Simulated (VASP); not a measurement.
# TiGeB4 (P6/mmm) in VASP: relaxation of cell and atoms with LDA

Aim: the relaxation of cell and atoms of TiGeB4 with LDA.

Program: VASP 6.6.1. These are calculated values, not measurements. Logs are shortened: lines on timing, memory, paths and dates and some standing lists are left out, and cuts for length are marked.

## Step 1: The cell of the first run

It takes space group P6/mmm (No. 191, hexagonal). Conventional cell: a = 3.005 Å, b = 3.005 Å, c = 7.065 Å, α = 90.00°, β = 90.00°, γ = 120.00°. Within 3.1 Å of Ti (site symmetry 6/mmm) lie 12 B at 2.33 Å and 6 Ti at 3.01 Å. Within 3.6 Å of Ge (site symmetry 6/mmm) lie 12 B at 2.63 Å and 6 Ge at 3.01 Å and 2 Ti at 3.53 Å. Within 2.4 Å of B (site symmetry 3m) lie 3 B at 1.73 Å and 3 Ti at 2.33 Å.

## Step 2: Relaxation of cell and atoms, LDA

INCAR reads:

```
PREC     = Accurate       # precision mode
ENCUT    = 600            # plane-wave cutoff, eV
EDIFF    = 1E-6           # SCF threshold, eV
ISMEAR   = 0              # smearing method
SIGMA    = 0.1            # smearing width, eV
LREAL    = F              # projectors in reciprocal space
LASPH    = T              # aspherical terms in the spheres
NELM     = 80             # most SCF steps
ALGO     = Normal         # electronic algorithm
ISIF     = 3              # what is computed and relaxed
LWAVE    = F              # write WAVECAR
LCHARG   = F              # write CHGCAR
GGA      = CA             # functional
IBRION   = 2              # ionic algorithm
NSW      = 100            # ionic steps
EDIFFG   = -0.005         # ionic threshold
```

KPOINTS reads:

```
regular mesh
0
Gamma
  15 15 6
```

POSCAR reads:

```
TiGeB4
1.0
    3.0050593445      0.0000000000      0.0000000000
   -1.5025296722      2.6024577322      0.0000000000
    0.0000000000      0.0000000000      7.0645413340
Ti Ge B
1 1 4
Direct
    0.0000000000      0.0000000000      0.0000000000
    0.0000000000      0.0000000000      0.5000000000
    0.3333333333      0.6666666667      0.7795243638
    0.3333333333      0.6666666667      0.2204756362
    0.6666666667      0.3333333333      0.7795243638
    0.6666666667      0.3333333333      0.2204756362
```

Potentials or basis: VASP PAW LDA potentials, release 64 (Ti_sv, Ge_d, B).

Run with:

```sh
> cat potpaw_LDA.64/Ti_sv/POTCAR potpaw_LDA.64/Ge_d/POTCAR potpaw_LDA.64/B/POTCAR > POTCAR
> mpirun -np 1 vasp_std > vasp.out
```

OUTCAR:

```text
PREC = Accurate
   ENCUT = 600
   EDIFF = 1E-6
   ISMEAR = 0
   LREAL = F
   LASPH = T
   NELM = 80
   ISIF = 3
   GGA = CA
   IBRION = 2
   NSW = 100
   EDIFFG = -0.005

 ion  position               nearest neighbor table
   1  0.000  0.000  0.000-   3 2.33   4 2.33   5 2.33   6 2.33   3 2.33   4 2.33   5 2.33   6 2.33
                             5 2.33   6 2.33   3 2.33   4 2.33
   2  0.000  0.000  0.500-
   3  0.333  0.667  0.780-   5 1.73   5 1.73   5 1.73   1 2.33   1 2.33   1 2.33
   4  0.333  0.667  0.220-   6 1.73   6 1.73   6 1.73   1 2.33   1 2.33   1 2.33
   5  0.667  0.333  0.780-   3 1.73   3 1.73   3 1.73   1 2.33   1 2.33   1 2.33
   6  0.667  0.333  0.220-   4 1.73   4 1.73   4 1.73   1 2.33   1 2.33   1 2.33

  LATTYP: Found a hexagonal cell.
 ALAT       =     3.0050593445
 C/A-ratio  =     2.3508824699

  Lattice vectors:

 A1 = (   3.0050593445,   0.0000000000,   0.0000000000)
 A2 = (  -1.5025296722,   2.6024577322,   0.0000000000)
 A3 = (   0.0000000000,   0.0000000000,   7.0645413340)

Analysis of symmetry for initial positions (statically):
=====================================================================
 Subroutine PRICEL returns:
 Original cell was already a primitive cell.

 Routine SETGRP: Setting up the symmetry group for a
 hexagonal supercell.

 Subroutine GETGRP returns: Found 24 space group operations
 (whereof 24 operations were pure point group operations)
 out of a pool of 24 trial point group operations.

The static configuration has the point symmetry D_6h.

Analysis of symmetry for dynamics (positions and initial velocities):
=====================================================================
 Subroutine PRICEL returns:
 Original cell was already a primitive cell.

 Routine SETGRP: Setting up the symmetry group for a
 hexagonal supercell.

 Subroutine GETGRP returns: Found 24 space group operations
 (whereof 24 operations were pure point group operations)
 out of a pool of 24 trial point group operations.

The dynamic configuration has the point symmetry D_6h.

 Subroutine INISYM returns: Found 24 space group operations
 (whereof 24 operations are pure point group operations),
 and found     1 'primitive' translations

----------------------------------------------------------------------------------------

                                     Primitive cell

  volume of cell :      55.2485

  direct lattice vectors                    reciprocal lattice vectors
     3.005059344  0.000000000  0.000000000     0.332772130  0.192126079  0.000000000
    -1.502529672  2.602457732  0.000000000     0.000000000  0.384252158  0.000000000
     0.000000000  0.000000000  7.064541334     0.000000000  0.000000000  0.141552006

  length of vectors
     3.005059344  3.005059344  7.064541334     0.384252158  0.384252158  0.141552006

  position of ions in fractional coordinates (direct lattice)
     0.000000000  0.000000000  0.000000000
     0.000000000  0.000000000  0.500000000
     0.333333333  0.666666667  0.779524364
     0.333333333  0.666666667  0.220475636
     0.666666667  0.333333333  0.779524364
     0.666666667  0.333333333  0.220475636

  ion indices of the primitive-cell ions
   primitive index   ion index
                 1           1
                 2           2
                 3           3
                 4           4
                 5           5
                 6           6

----------------------------------------------------------------------------------------

 KPOINTS: regular mesh

Automatic generation of k-mesh.
 Grid dimensions read from file:
 generate k-points for:   15   15    6

 Generating k-lattice:

  Cartesian coordinates                     Fractional coordinates (reciprocal lattice)
     0.022184809  0.012808405  0.000000000     0.066666667  0.000000000  0.000000000
     0.000000000  0.025616811  0.000000000     0.000000000  0.066666667  0.000000000
     0.000000000  0.000000000  0.023592001     0.000000000  0.000000000  0.166666667

  Length of vectors
     0.025616811  0.025616811  0.023592001

  Shift w.r.t. Gamma in fractional coordinates (k-lattice)
     0.000000000  0.000000000  0.000000000

 Subroutine IBZKPT returns following result:
 ===========================================

 Found    108 irreducible k-points:

 Following reciprocal coordinates:
            Coordinates               Weight
  0.000000  0.000000  0.000000      1.000000
  0.066667  0.000000  0.000000      6.000000
  0.133333  0.000000  0.000000      6.000000
  0.200000  0.000000  0.000000      6.000000
  0.266667  0.000000  0.000000      6.000000
  0.333333  0.000000  0.000000      6.000000
[... 16 lines left out ...]
  0.333333  0.200000  0.000000     12.000000
  0.400000  0.200000  0.000000      6.000000
 [... further k-points ...]
   k-points           NKPTS =    108   k-points in BZ     NKDIM =    108   number of bands    NBANDS=     23
   number of dos      NEDOS =    301   number of ions     NIONS =      6
   total plane-waves  NPLWV =  32256
   dimension x,y,z NGX =    24 NGY =   24 NGZ =   56
   dimension x,y,z NGXF=    48 NGYF=   48 NGZF=  112
   ions per type =               1   1   4
   NGX,Y,Z   is equivalent  to a cutoff of  13.28, 13.28, 13.18 a.u.
   NGXF,Y,Z  is equivalent  to a cutoff of  26.55, 26.55, 26.36 a.u.
 SYSTEM =  unknown system
   PREC   = accura    normal or accurate (medium, high low for compatibility)
   ISTART =      0    job   : 0-new  1-cont  2-samecut
   ICHARG =      2    charge: 1-file 2-atom 10-const
   ISPIN  =      1    spin polarized calculation?
   LNONCOLLINEAR =      F non collinear calculations
   LSORBIT =      F    spin-orbit coupling
   LASPH  =      T    aspherical Exc in radial PAW
   ENCUT  =  600.0 eV  44.10 Ry    6.64 a.u.   6.00  6.00 14.11*2*pi/ulx,y,z
   NELM   =     80;   NELMIN=  2; NELMDL= -5     # of ELM steps
   EDIFF  = 0.1E-05   stopping-criterion for ELM
   LREAL  =      F    real-space projection
   EDIFFG = -.5E-02   stopping-criterion for IOM
   NSW    =    100    number of steps for IOM
   IBRION =      2    ionic relax: 0-MD 1-quasi-New 2-CG
   NFREE  =      1    steps in history (QN), initial steepest desc. (CG)
   ISIF   =      3    stress and relaxation
   ISYM   =      2    0-nonsym 1-usesym 2-fastsym
   POTIM  = 0.5000    time-step for ionic-motion
   TEBEG  =    0.0;   TEEND  =   0.0 temperature during run
   PSTRESS=    0.0 pullay stress
   NELECT =      38.0000    total number of electrons
   NUPDOWN=      -1.0000    fix difference up-down
   EMIN   =  10.00;   EMAX   =-10.00  energy-range for DOS
   EFERMI =   0.00;   METHOD = LEGACY
   ISMEAR =     0;   SIGMA  =   0.10  broadening in eV -4-tet -1-fermi 0-gaus
   EFERMI_NEDOS =   21; number of points for ismear=-14 and -15
   IALGO  =     38    algorithm
   IMIX   =      4    mixing-type and parameters
     AMIX     =   0.40;   BMIX     =  1.00
     AMIX_MAG =   1.60;   BMIX_MAG =  1.00
  volume/ion in A,a.u.               =       9.21        62.14
  Fermi-wavevector in a.u.,A,eV,Ry     =   1.445093  2.730830 28.412961  2.088294
  Thomas-Fermi vector in A             =   2.563314
   LORBIT       =      0    0 simple, 1 ext, 2 COOP (PROOUT), +10 PAW based schemes
   GGA     = CA    functional components
   LHFCALC =     F    Hartree Fock is set to
   AEXX    =    0.0000 exact exchange contribution
   IVDW    =     0    specifies the selected vdW correction
   LEPSILON=     F    determine dielectric tensor
   LRPA    =     F    only Hartree local field effects (RPA)
 conjugate gradient relaxation of ions
 non-spin polarized calculation
 Gauss-broadening in eV      SIGMA  =   0.10
  energy-cutoff  :      600.00
  volume of cell :       55.25
 maximum number of plane-waves:      1878
   NGX = 13   NGY = 13   NGZ = 29

--------------------------------------- Ionic step        1  -------------------------------------------

 number of electron      38.0000012 magnetization

 Free energy of the ion-electron system (eV)
  ---------------------------------------------------
  ext. energy  EPLUGINS =         0.00000000
  ---------------------------------------------------
  free energy    TOTEN  =       -45.24834088 eV

  energy without entropy =      -45.24446739  energy(sigma->0) =      -45.24640413

------------------------ aborting loop because EDIFF is reached ----------------------------------------

  FORCE on cell =-STRESS in cart. coord.  units (eV):
  Direction    XX          YY          ZZ          XY          YZ          ZX
  --------------------------------------------------------------------------------------
  -------------------------------------------------------------------------------------
  Total        0.1446423      0.1446423      0.0055844      0.0000000     -0.0000000      0.0000000
  in kB        4.1945480      4.1945480      0.1619439      0.0000000     -0.0000000      0.0000000
  external PRESSURE =       2.8503466 kB  Pullay stress =       0.0000000 kB
[... 185 lines left out ...]
  energy  without entropy=      -45.2445970849  energy(sigma->0) =      -45.24654392

--------------------------------------- Ionic step        6  -------------------------------------------

 number of electron      38.0000012 magnetization

 Free energy of the ion-electron system (eV)
  ---------------------------------------------------
  ext. energy  EPLUGINS =         0.00000000
  ---------------------------------------------------
  free energy    TOTEN  =       -45.24849794 eV

  energy without entropy =      -45.24460365  energy(sigma->0) =      -45.24655080

 E-fermi :   8.8629     XC(G=0): -12.6176

 val. band max:        8.8567972716   @ k =   0.3333   0.2667   0.0000
 cond. band min:       8.8745563468   @ k =   0.1333   0.1333   0.0000
 fundamental gap:      0.0177590752
 Fermi energy:         8.8629471357

 k-point     1 :       0.0000    0.0000    0.0000
  band No.  band energies     occupation
      1     -47.2632      2.00000
      2     -24.1229      2.00000
      3     -23.6857      2.00000
      4     -23.6857      2.00000
      5     -16.4098      2.00000
      6     -16.3628      2.00000
[... 613 lines left out ...]
     22      10.2735      0.00000
     23      11.6771      0.00000

 [... further k-points ...]

------------------------ aborting loop because EDIFF is reached ----------------------------------------

  FORCE on cell =-STRESS in cart. coord.  units (eV):
  Direction    XX          YY          ZZ          XY          YZ          ZX
  --------------------------------------------------------------------------------------
  -------------------------------------------------------------------------------------
  Total        0.0120086      0.0120086      0.0087205      0.0000000      0.0000000      0.0000000
  in kB        0.3477178      0.3477178      0.2525094      0.0000000      0.0000000      0.0000000
  external PRESSURE =       0.3159817 kB  Pullay stress =       0.0000000 kB
[... 21 lines left out ...]
  FREE ENERGIE OF THE ION-ELECTRON SYSTEM (eV)
  ---------------------------------------------------
  free  energy   TOTEN  =       -45.2484979424 eV

  energy  without entropy=      -45.2446036487  energy(sigma->0) =      -45.24655080

 reached required accuracy - stopping structural energy minimisation
```

It took 9.4 min on 1 thread of Oxide Virtual Turin-like, shared host; peak memory 0.26 GiB.

What came out:

* Free energy: -45.2485 eV
* Relaxed volume: 9.22 Å³/atom
* Relaxed cell: a = 3.007 Å, b = 3.007 Å, c = 7.064 Å, α = 90.00°, β = 90.00°, γ = 120.00°
* Space group after relaxing (to 0.1 Å): P6/mmm (No. 191)
* Energy gained by relaxing: 0.0 meV/atom
* Ionic steps: 6
* Pressure after relaxing: 0.0 GPa
* Largest force after relaxing: 0.005 eV/Å
* Band gap on the k mesh: zero (bands 19 and 20 overlap by 3.24 eV)

Forces on the atoms (eV/Å):
```
Ti   0.000  0.000  0.000
Ge   0.000  0.000  0.000
B    0.000  0.000 -0.005
B    0.000  0.000  0.005
B    0.000  0.000 -0.005
B    0.000  0.000  0.005
```

Step by step:
```tsv
step	energy change (eV)	largest force (eV/Å)	pressure (GPa)	volume (Å³)
1	0.0000	0.0131	0.29	55.25
2	-0.0001	0.0033	-0.20	55.38
3	-0.0001	0.0058	-0.05	55.34
4	-0.0001	0.0065	0.02	55.34
5	-0.0001	0.0060	-0.02	55.34
6	-0.0002	0.0050	0.03	55.33
```

Final structure:
```
CELL_PARAMETERS angstrom
3.00744 0.00000 0.00000
-1.50372 2.60452 0.00000
0.00000 0.00000 7.06403
ATOMIC_POSITIONS crystal
Ti 0.00000 0.00000 0.00000
Ge 0.00000 0.00000 0.50000
B 0.33333 0.66667 0.77942
B 0.33333 0.66667 0.22058
B 0.66667 0.33333 0.77942
B 0.66667 0.33333 0.22058
```

Levels at points of the mesh, in eV from the Fermi level:
```
           k point  band 16  band 17  band 18  band 19  band 20  band 21  band 22  band 23
(0.00, 0.00, 0.00)    -1.99    -0.23    -0.23     0.64     0.64     1.82     2.72     2.72
(0.00, 0.00, 0.50)    -0.28    -0.28    -0.26     0.59     0.59     0.63     2.79     2.79
```
